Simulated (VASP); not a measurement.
A run of VASP 6.6.1:

File POSCAR:

```
Fe
1.0
    2.8682360852      0.0000000000      0.0000000000
    0.0000000000      2.8682360852      0.0000000000
    0.0000000000      0.0000000000      2.8682360852
Fe
2
Direct
    0.0000000000      0.0000000000      0.0000000000
    0.5000000000      0.5000000000      0.5000000000
```

File INCAR.step1:

```
SYSTEM = Fe
PREC = Accurate
ENCUT = 520
ISMEAR = 0
SIGMA = 0.05
LREAL = .False.
LASPH = .True.
NELM = 150
ISPIN = 2
MAGMOM = 2.5 -2.5
LMAXMIX = 4
NBANDS = 19
GGA = PE
ALGO = Normal
EDIFF = 1E-4
LWAVE = .True.
LCHARG = .False.
```

INCAR.step2

```
SYSTEM = Fe
PREC = Accurate
ENCUT = 520
EDIFF = 1E-6
ISMEAR = 0
SIGMA = 0.05
LREAL = .False.
LASPH = .True.
NELM = 150
ALGO = Normal
ISIF = 2
LWAVE = .False.
LCHARG = .False.
ISPIN = 2
MAGMOM = 2.5 -2.5
LORBIT = 11
LMAXMIX = 4
METAGGA = R2SCAN
LMIXTAU = .True.
NBANDS = 19
ISTART = 1
```

File KPOINTS:

```
regular mesh
0
Gamma
  12 12 12
  0 0 0
```

Potentials or basis: VASP PAW PBE potentials, release 64 (Fe).

The run is started by

```sh
$ cat potpaw_PBE.64/Fe/POTCAR > POTCAR
$ cp INCAR.step1 INCAR
$ mpirun -np 1 vasp_std > vasp.out
$ cp INCAR.step2 INCAR
$ mpirun -np 1 vasp_std > vasp.out
```

Hardware: 1 thread of Intel(R) Xeon(R) Platinum 8375C CPU @ 2.90GHz (Ice Lake) (shared host).

Task: How long does it take, and how much memory?

Result: Wall time 2.2 min on 1 thread of Intel(R) Xeon(R) Platinum 8375C CPU @ 2.90GHz (Ice Lake) (shared host), peak memory 0.19 GiB. Counts: k points 84.
